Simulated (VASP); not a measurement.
BeTe:

```
CELL_PARAMETERS angstrom
2.77000 2.77000 0.00000
-2.77000 2.77000 0.00000
0.00000 2.77000 2.77000
ATOMIC_POSITIONS crystal
Be 0.00000 0.00000 0.00000
Te 0.75000 0.25000 0.50000
```

| Quantity | Value |
| --- | --- |
| Program | VASP 6.6.1 |
| Task | relaxation of cell and atoms |
| Functional | r2SCAN |
| Potentials or basis | VASP PAW PBE potentials, release 64 (Be, Te) |
| Cutoff | 600 eV |
| k mesh | 12 × 12 × 12 |
| Occupations | fermi-dirac, width 0.1 eV |
| Spin | no spin polarisation |

At the start: pressure 4.4 GPa; volume 21.25 Å³/atom.

Q: Where does the relaxation end?

A: Over 3 steps the energy falls by 18.9 meV/atom and the volume is 22.69 Å³/atom (+6.8 %); space group F-43m (No. 216, to 0.1 Å) before and after.

The path:
| step | energy change (eV) | largest force (eV/Å) | pressure (GPa) | volume (Å³) |
| --- | --- | --- | --- | --- |
| 1 | 0.0000 | 0.0000 | 4.45 | 42.51 |
| 2 | -0.0350 | 0.0000 | -1.07 | 46.24 |
| 3 | -0.0379 | 0.0000 | 0.01 | 45.38 |

Final structure:
```yaml
crystal:
  lattice:
    - [2.83104, 2.83104, 0.00000]
    - [-2.83104, 2.83104, 0.00000]
    - [0.00000, 2.83104, 2.83104]
  atoms:
    - { symbol: Be, position: [0.00000, 0.00000, 0.00000] }
    - { symbol: Te, position: [0.75000, 0.25000, 0.50000] }
```

Caveat: the PAW data sets were made with another functional, which shifts forces and pressure a little.
